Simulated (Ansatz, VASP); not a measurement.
# Sc3TeBr in VASP and in Ansatz

```
Sc Te Br
1.0
     4.96684    0.00000    0.00000
     0.00000    4.96684    0.00000
     0.00000    0.00000    4.96684
Sc Te Br
3 1 1
Direct
  0.00000 0.50000 0.50000
  0.50000 0.00000 0.50000
  0.50000 0.50000 0.00000
  0.00000 0.00000 0.00000
  0.50000 0.50000 0.50000
```

Change from the starting cell: species swapped into the Mn3PdN type (Pm-3m, No. 221).

Alike in both runs: task single point; functional PBE; k mesh 4 × 4 × 4; occupations gaussian, width 0.1 eV; no spin polarisation.

```csv
,VASP,Ansatz
version,VASP 6.6.1,Ansatz 0.2.0
potentials or method,"VASP PAW PBE potentials, release 64 (Sc_sv, Te, Br), cutoff 520 eV","scalar-relativistic, plane waves, PAW"
valence electrons in the cell,46,56
```

|  | VASP | Ansatz | Ansatz less VASP |
| --- | --- | --- | --- |
| gap on the k mesh at the Fermi level (eV) | none | none | - |
| pressure (GPa) | 1.2 | 1.1 | -0.18 |

A gap of «none» marks a metal or a gap that the smearing closes. VASP's potentials hold 46 valence electrons a cell and Ansatz's 56, so a difference there can come from the potentials and not from the codes.

Neither program's run includes spin-orbit coupling.
